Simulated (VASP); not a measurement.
# RuAu (Pm-3m) in VASP: a series of runs, part 2 of 2

VASP 6.6.1. The steps go on from the part before.

## 3. Single point, PBEsol

Contents of INCAR:

```
PREC = Accurate ; ENCUT = 500
EDIFF = 1E-6 ; ISMEAR = -1
SIGMA = 0.05 ; LREAL = F
LASPH = T ; NELM = 120
ALGO = Normal ; ISIF = 2
LWAVE = F ; LCHARG = F
GGA = PS ; NBANDS = 20
GGA_COMPAT = F
```

Contents of KPOINTS:

```
Automatic mesh
0
Gamma
  5 5 5
```

Contents of POSCAR:

```
RuAu
1.0
    3.1648100000      0.0000000000      0.0000000000
    0.0000000000      3.1648100000      0.0000000000
    0.0000000000      0.0000000000      3.1648100000
Ru Au
1 1
Direct
    0.0000000000      0.0000000000      0.0000000000
    0.5000000000      0.5000000000      0.5000000000
```

Potentials or basis: VASP PAW PBE potentials, release 64 (Ru_pv, Au).

On the command line:

```sh
cat potpaw_PBE.64/Ru_pv/POTCAR potpaw_PBE.64/Au/POTCAR > POTCAR
mpirun -np 1 vasp_std > vasp.out
```

OUTCAR:

```text
PREC = Accurate
   ENCUT = 500
   EDIFF = 1E-6
   ISMEAR = -1
   LREAL = F
   LASPH = T
   NELM = 120
   ISIF = 2
   GGA = PS

 ion  position               nearest neighbor table
   1  0.000  0.000  0.000-   2 2.74   2 2.74   2 2.74   2 2.74   2 2.74   2 2.74   2 2.74   2 2.74

   2  0.500  0.500  0.500-   1 2.74   1 2.74   1 2.74   1 2.74   1 2.74   1 2.74   1 2.74   1 2.74

  LATTYP: Found a simple cubic cell.
 ALAT       =     3.1648100000

  Lattice vectors:

 A1 = (   3.1648100000,   0.0000000000,   0.0000000000)
 A2 = (   0.0000000000,   3.1648100000,   0.0000000000)
 A3 = (   0.0000000000,   0.0000000000,   3.1648100000)

Analysis of symmetry for initial positions (statically):
=====================================================================
 Subroutine PRICEL returns:
 Original cell was already a primitive cell.

 Routine SETGRP: Setting up the symmetry group for a
 simple cubic supercell.

 Subroutine GETGRP returns: Found 48 space group operations
 (whereof 48 operations were pure point group operations)
 out of a pool of 48 trial point group operations.

The static configuration has the point symmetry O_h .

Analysis of symmetry for dynamics (positions and initial velocities):
=====================================================================
 Subroutine PRICEL returns:
 Original cell was already a primitive cell.

 Routine SETGRP: Setting up the symmetry group for a
 simple cubic supercell.

 Subroutine GETGRP returns: Found 48 space group operations
 (whereof 48 operations were pure point group operations)
 out of a pool of 48 trial point group operations.

The dynamic configuration has the point symmetry O_h .

 Subroutine INISYM returns: Found 48 space group operations
[... 92 lines left out ...]
   PSTRESS=    0.0 pullay stress
   NELECT =      25.0000    total number of electrons
   NUPDOWN=      -1.0000    fix difference up-down
   EMIN   =  10.00;   EMAX   =-10.00  energy-range for DOS
   EFERMI =   0.00;   METHOD = LEGACY
   ISMEAR =    -1;   SIGMA  =   0.05  broadening in eV -4-tet -1-fermi 0-gaus
   EFERMI_NEDOS =   21; number of points for ismear=-14 and -15
   IALGO  =     38    algorithm
   IMIX   =      4    mixing-type and parameters
     AMIX     =   0.40;   BMIX     =  1.00
     AMIX_MAG =   1.60;   BMIX_MAG =  1.00
  volume/ion in A,a.u.               =      15.85       106.96
  Fermi-wavevector in a.u.,A,eV,Ry     =   1.512541  2.858288 31.127146  2.287781
  Thomas-Fermi vector in A             =   2.622452
   LORBIT       =      0    0 simple, 1 ext, 2 COOP (PROOUT), +10 PAW based schemes
   GGA     = PS    functional components
   LHFCALC =     F    Hartree Fock is set to
   AEXX    =    0.0000 exact exchange contribution
   IVDW    =     0    specifies the selected vdW correction
   LEPSILON=     F    determine dielectric tensor
   LRPA    =     F    only Hartree local field effects (RPA)
 non-spin polarized calculation
  energy-cutoff  :      500.00
  volume of cell :       31.70
 maximum number of plane-waves:       812
 NGX is ok and might be reduce to    24
   NGX = 11   NGY = 11   NGZ = 11

 number of electron      24.9999992 magnetization

 Free energy of the ion-electron system (eV)
  ---------------------------------------------------
  ext. energy  EPLUGINS =         0.00000000
  ---------------------------------------------------
  free energy    TOTEN  =       -12.88916122 eV

  energy without entropy =      -12.88324174  energy(sigma->0) =      -12.88620148

 E-fermi :  10.1081     XC(G=0): -13.3346

 val. band max:        9.8476388049   @ k =   0.2000   0.2000   0.2000
 cond. band min:      10.2451575487   @ k =   0.4000   0.2000   0.2000
 fundamental gap:      0.3975187439
 Fermi energy:        10.1080562738

 k-point     1 :       0.0000    0.0000    0.0000
  band No.  band energies     occupation
      1     -32.3061      2.00000
      2     -32.3061      2.00000
      3     -32.3061      2.00000
      4       1.2209      2.00000
      5       3.6629      2.00000
      6       3.6629      2.00000
[... 219 lines left out ...]
     19      21.0567      0.00000
     20      21.0567      0.00000

------------------------ aborting loop because EDIFF is reached ----------------------------------------

  FORCE on cell =-STRESS in cart. coord.  units (eV):
  Direction    XX          YY          ZZ          XY          YZ          ZX
  --------------------------------------------------------------------------------------
  -------------------------------------------------------------------------------------
  Total       -1.9906254     -1.9906254     -1.9906254      0.0000000      0.0000000     -0.0000000
  in kB     -100.6137200   -100.6137200   -100.6137200      0.0000000      0.0000000     -0.0000000
  external PRESSURE =    -100.6137200 kB  Pullay stress =       0.0000000 kB

 VOLUME and BASIS-vectors are now :
 -----------------------------------------------------------------------------
  energy-cutoff  :      500.00
  volume of cell :       31.70
      direct lattice vectors                 reciprocal lattice vectors
     3.164810000  0.000000000  0.000000000     0.315974735  0.000000000  0.000000000
     0.000000000  3.164810000  0.000000000     0.000000000  0.315974735  0.000000000
     0.000000000  0.000000000  3.164810000     0.000000000  0.000000000  0.315974735

 POSITION                                       TOTAL-FORCE (eV/Angst)
 -----------------------------------------------------------------------------------
      0.00000      0.00000      0.00000         0.000000      0.000000      0.000000
      1.58241      1.58241      1.58241         0.000000      0.000000      0.000000
 -----------------------------------------------------------------------------------
    total drift:                                0.000000      0.000000     -0.000000

  FREE ENERGIE OF THE ION-ELECTRON SYSTEM (eV)
  ---------------------------------------------------
  free  energy   TOTEN  =       -12.8891612153 eV

  energy  without entropy=      -12.8832417429  energy(sigma->0) =      -12.88620148
```

OSZICAR:

```text
N       E                     dE             d eps       ncg     rms          rms(c)
DAV:   1     0.195048082267E+03    0.19505E+03   -0.13497E+04   400   0.120E+03
DAV:   2    -0.101522266735E+02   -0.20520E+03   -0.20036E+03   416   0.343E+02
DAV:   3    -0.141358408421E+02   -0.39836E+01   -0.39626E+01   484   0.503E+01
DAV:   4    -0.141547590705E+02   -0.18918E-01   -0.18915E-01   440   0.373E+00
DAV:   5    -0.141549159559E+02   -0.15689E-03   -0.15688E-03   484   0.346E-01    0.141E+01
DAV:   6    -0.129874082904E+02    0.11675E+01   -0.26507E+00   432   0.151E+01    0.730E+00
DAV:   7    -0.129258914358E+02    0.61517E-01   -0.60914E-01   436   0.614E+00    0.287E+00
DAV:   8    -0.128949089686E+02    0.30982E-01   -0.14703E-01   428   0.392E+00    0.235E+00
DAV:   9    -0.128893252669E+02    0.55837E-02   -0.63656E-03   460   0.808E-01    0.301E-01
DAV:  10    -0.128891575600E+02    0.16771E-03   -0.36709E-04   464   0.202E-01    0.329E-02
DAV:  11    -0.128891608860E+02   -0.33260E-05   -0.11280E-05   468   0.297E-02    0.591E-03
DAV:  12    -0.128891612153E+02   -0.32926E-06   -0.90449E-07   272   0.822E-03
   1 F= -.12889161E+02 E0= -.12886201E+02  d E =-.591947E-02
```

stdout:

```text
POSCAR found type information on POSCAR RuAu
 POSCAR found :  2 types and       2 ions
 scaLAPACK will be used
 -----------------------------------------------------------------------------
|                                                                             |
|                                                                             |
|     You enforced a specific xc type in the INCAR file but a different       |
|     I HOPE YOU KNOW WHAT YOU ARE DOING!                                     |
|                                                                             |
 -----------------------------------------------------------------------------

 LDA part: xc-table for (Slater+PW92), standard interpolation
 POSCAR, INCAR and KPOINTS ok, starting setup
 FFT: planning ... GRIDC
 FFT: planning ... GRID_SOFT
 FFT: planning ... GRID
 WAVECAR not read
 entering main loop
```

Run time: 5.3 s. Hardware: 1 thread of Intel Xeon Platinum 8559C (Emerald Rapids), shared host; peak memory 0.13 GiB.

What came out:

```yaml
Free_energy: -12.8892 eV
Pressure: -10.1 GPa
```

Caveat: the k points lie up to 0.40 Å⁻¹ apart; the PAW data sets were made with another functional, which shifts forces and pressure a little; spin-orbit coupling is left out, which moves the levels of the heavy elements.

## 4. Single point, BLYP

Contents of INCAR:

```
  AGGAC = 1.0
  AGGAX = 1.0
  ALDAC = 0.0
  ALDAX = 1.0
  ALGO = Normal
  EDIFF = 1E-6
  ENCUT = 500
  GGA = B5
  GGA_COMPAT = F
  ISIF = 2
  ISMEAR = -1
  LASPH = T
  LCHARG = F
  LREAL = F
  LWAVE = F
  NBANDS = 20
  NELM = 120
  PREC = Accurate
  SIGMA = 0.05
```

Contents of KPOINTS:

```
k-points
0
Gamma
  5 5 5
```

POSCAR is that of step 3.

Potentials or basis: VASP PAW PBE potentials, release 64 (Ru_pv, Au).

On the command line:

```sh
cat potpaw_PBE.64/Ru_pv/POTCAR potpaw_PBE.64/Au/POTCAR > POTCAR
mpirun -np 1 vasp_std > vasp.out
```

OUTCAR:

```text
EDIFF = 1E-6
   ENCUT = 500
   GGA = B5
   ISIF = 2
   ISMEAR = -1
   LASPH = T
   LREAL = F
   NELM = 120
   PREC = Accurate

 ion  position               nearest neighbor table
   1  0.000  0.000  0.000-   2 2.74   2 2.74   2 2.74   2 2.74   2 2.74   2 2.74   2 2.74   2 2.74

   2  0.500  0.500  0.500-   1 2.74   1 2.74   1 2.74   1 2.74   1 2.74   1 2.74   1 2.74   1 2.74

  LATTYP: Found a simple cubic cell.
 ALAT       =     3.1648100000
[... 401 lines left out ...]
     20      22.0337      0.00000

------------------------ aborting loop because EDIFF is reached ----------------------------------------

  FORCE on cell =-STRESS in cart. coord.  units (eV):
  Direction    XX          YY          ZZ          XY          YZ          ZX
  --------------------------------------------------------------------------------------
  -------------------------------------------------------------------------------------
  Total        2.4440719      2.4440719      2.4440719      0.0000000      0.0000000      0.0000000
  in kB      123.5326165    123.5326165    123.5326165      0.0000000      0.0000000      0.0000000
  external PRESSURE =     123.5326165 kB  Pullay stress =       0.0000000 kB

 VOLUME and BASIS-vectors are now :
 -----------------------------------------------------------------------------
  energy-cutoff  :      500.00
  volume of cell :       31.70
      direct lattice vectors                 reciprocal lattice vectors
     3.164810000  0.000000000  0.000000000     0.315974735  0.000000000  0.000000000
     0.000000000  3.164810000  0.000000000     0.000000000  0.315974735  0.000000000
     0.000000000  0.000000000  3.164810000     0.000000000  0.000000000  0.315974735

 POSITION                                       TOTAL-FORCE (eV/Angst)
 -----------------------------------------------------------------------------------
      0.00000      0.00000      0.00000         0.000000      0.000000      0.000000
      1.58241      1.58241      1.58241         0.000000      0.000000      0.000000
 -----------------------------------------------------------------------------------
    total drift:                                0.000000      0.000000     -0.000000

  FREE ENERGIE OF THE ION-ELECTRON SYSTEM (eV)
  ---------------------------------------------------
  free  energy   TOTEN  =        -9.1499062175 eV

  energy  without entropy=       -9.1435810552  energy(sigma->0) =       -9.14674364
```

OSZICAR:

```text
N       E                     dE             d eps       ncg     rms          rms(c)
DAV:   1     0.200000853196E+03    0.20000E+03   -0.13541E+04   400   0.120E+03
DAV:   2    -0.617975893023E+01   -0.20618E+03   -0.20129E+03   416   0.344E+02
DAV:   3    -0.101826114324E+02   -0.40029E+01   -0.39800E+01   492   0.503E+01
DAV:   4    -0.102010259101E+02   -0.18414E-01   -0.18411E-01   436   0.363E+00
DAV:   5    -0.102011836760E+02   -0.15777E-03   -0.15776E-03   476   0.347E-01    0.130E+01
DAV:   6    -0.926312959311E+01    0.93805E+00   -0.24599E+00   428   0.153E+01    0.748E+00
DAV:   7    -0.920360155748E+01    0.59528E-01   -0.98815E-01   440   0.847E+00    0.309E+00
DAV:   8    -0.915375887742E+01    0.49843E-01   -0.17541E-01   428   0.442E+00    0.208E+00
DAV:   9    -0.914999334389E+01    0.37655E-02   -0.61970E-03   436   0.750E-01    0.206E-01
DAV:  10    -0.914989710277E+01    0.96241E-04   -0.36818E-04   468   0.207E-01    0.506E-02
DAV:  11    -0.914990583354E+01   -0.87308E-05   -0.18134E-05   444   0.433E-02    0.122E-02
DAV:  12    -0.914990621745E+01   -0.38392E-06   -0.15956E-06   312   0.125E-02
   1 F= -.91499062E+01 E0= -.91467436E+01  d E =-.632516E-02
```

It took 9.7 s on 1 thread of Intel Xeon Platinum 8559C (Emerald Rapids), shared host; peak memory 0.13 GiB.

Results:

| Quantity | Value |
| --- | --- |
| Free energy | -9.1499 eV |
| Pressure | 12.4 GPa |

Caveat: the k points lie up to 0.40 Å⁻¹ apart; the PAW data sets were made with another functional, which shifts forces and pressure a little; spin-orbit coupling is left out, which moves the levels of the heavy elements.

## 5. Summary

| level | potentials or basis | gap on the mesh (eV) | pressure (GPa) |
| --- | --- | --- | --- |
| LDA | VASP PAW LDA potentials, release 64 (Ru_pv, Au) | none | -14.1 |
| PBEsol | VASP PAW PBE potentials, release 64 (Ru_pv, Au) | none | -10.1 |
| BLYP | VASP PAW PBE potentials, release 64 (Ru_pv, Au) | none | 12.4 |

Alike in all rows: task single point; no spin polarisation; cell as given; k mesh 5 × 5 × 5; cutoff (eV) 500; smearing fermi-dirac 0.05 eV.

Caveats: all runs use coarse meshes; spin-orbit coupling is left out, which moves the levels of the heavy elements; the PAW data sets were made with another functional, which shifts forces and pressure a little (some runs).

Total energies depend on the potentials used, so only differences within one code and one set of settings carry meaning.
